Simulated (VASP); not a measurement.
TiO2, 6 atoms in the cell. It takes space group P4_2nm (No. 102, tetragonal). Conventional cell: a = 4.605 Å, b = 4.605 Å, c = 2.939 Å, α = 90.00°, β = 90.00°, γ = 90.00°. Ti (site symmetry 2mm) has 6 O at 1.86 to 2.03 Å within 2.5 Å. O (site symmetry m) has 3 Ti at 1.86 to 2.03 Å and 1 O at 2.54 Å within 2.6 Å.  This cell differs from its parent crystal: atoms displaced along a vibrational mode, the cell strained.

- Program: VASP 6.6.1
- Task: single point
- Functional: PBE
- Potentials or basis: VASP PAW PBE potentials, release 64 (Ti_sv, O)
- Cutoff: 520 eV
- k mesh: 6 × 6 × 10
- Occupations: gaussian, width 0.05 eV
- Spin: no spin polarisation
- Dipole correction: no
- Further INCAR settings: ALGO = Normal; EDIFF = 1e-06; NBANDS = 33

Potentials or basis: VASP PAW PBE potentials, release 64 (Ti_sv, O).

Command:

```console
$ cat potpaw_PBE.64/Ti_sv/POTCAR potpaw_PBE.64/O/POTCAR > POTCAR
$ mpirun -np 1 vasp_std > vasp.out
```

Hardware: 1 thread of Intel Xeon 8259CL, on a shared host.

Problem. How long does it take, and how much memory?

Solution. It took 2.7 min on 1 thread of Intel Xeon 8259CL, on a shared host, peak memory 0.23 GiB. Counts: scf iterations 16, k points 60.
